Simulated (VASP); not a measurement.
A run of VASP 6.6.1 is set up as follows.

File INCAR:

```
SYSTEM = Yb
PREC = Accurate
ENCUT = 600
EDIFF = 1E-6
ISMEAR = -1
SIGMA = 0.1
LREAL = .False.
LASPH = .True.
NELM = 100
ALGO = Normal
ISIF = 4
LWAVE = .False.
LCHARG = .False.
GGA = PE
IBRION = 2
NSW = 50
EDIFFG = -0.005
```

Contents of KPOINTS:

```
Automatic mesh
0
Gamma
  12 12 7
  0 0 0
```

POSCAR

```
Yb
1.0
    3.2388646287      0.0000000000      0.0000000000
   -1.6194323144      2.8049390479      0.0000000000
    0.0000000000      0.0000000000      5.3171229456
Yb
2
Direct
    0.3333333333      0.6666666667      0.2500000000
    0.6666666667      0.3333333333      0.7500000000
```

Potentials or basis: VASP PAW PBE potentials, release 64 (Yb).

Command:

```sh
$ cat potpaw_PBE.64/Yb/POTCAR > POTCAR
$ mpirun -np 1 vasp_std > vasp.out
```

What does it give for the band gap on the k mesh?

Zero (bands 24 and 25 overlap by 0.59 eV).

Step by step:
```
step  energy change (eV)  largest force (eV/Å)  pressure (GPa)  volume (Å³)
   1              0.0000                0.0000           18.09        48.31
   2             -0.0001                0.0000           14.13        48.31
   3             -0.0001                0.0000           14.14        48.31
   4             -0.0001                0.0000           14.75        48.31
   5             -0.0001                0.0000           13.94        48.31
```

Caveat: spin-orbit coupling is left out, which moves the levels of the heavy elements. Spin polarisation is off, so any magnetic state and its effect on volume and gap are missing.
